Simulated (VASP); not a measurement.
MnI3:

```
CELL_PARAMETERS angstrom
5.74930 0.00000 0.00000
0.00000 5.74930 0.00000
0.00000 0.00000 5.74930
ATOMIC_POSITIONS crystal
Mn 0.00000 0.00000 0.00000
I 0.50000 0.00000 0.00000
I 0.00000 0.00000 0.50000
I 0.00000 0.50000 0.00000
```

Base run:

- Program: VASP 6.6.1
- Functional: PBEsol
- Potentials or basis: VASP PAW PBE potentials, release 64 (Mn_pv, I)
- Cutoff: 520 eV
- k mesh: 6 × 6 × 6
- Occupations: gaussian, width 0.05 eV
- Spin: collinear spin, ferromagnetic start
- Starting moments: [4.0, 0.0, 0.0, 0.0] μB
- Hubbard terms: Mn d U = 3.9 eV

Its results: pressure -1.3 GPa; net moment 4.22 μB per cell; site moments Mn +4.52; I -0.13 μB.

**Question.** The run is repeated on the same cell with these changes: functional from PBEsol to PBE. What comes out?

**Answer.** Pressure -0.2 GPa; net moment 4.20 μB per cell; site moments Mn +4.53; I -0.14 μB.

PBE binds less tightly than PBEsol, so the same cell stands under more pressure.

Caveats: the PAW data sets were made with another functional, which shifts forces and pressure a little (at least some runs).
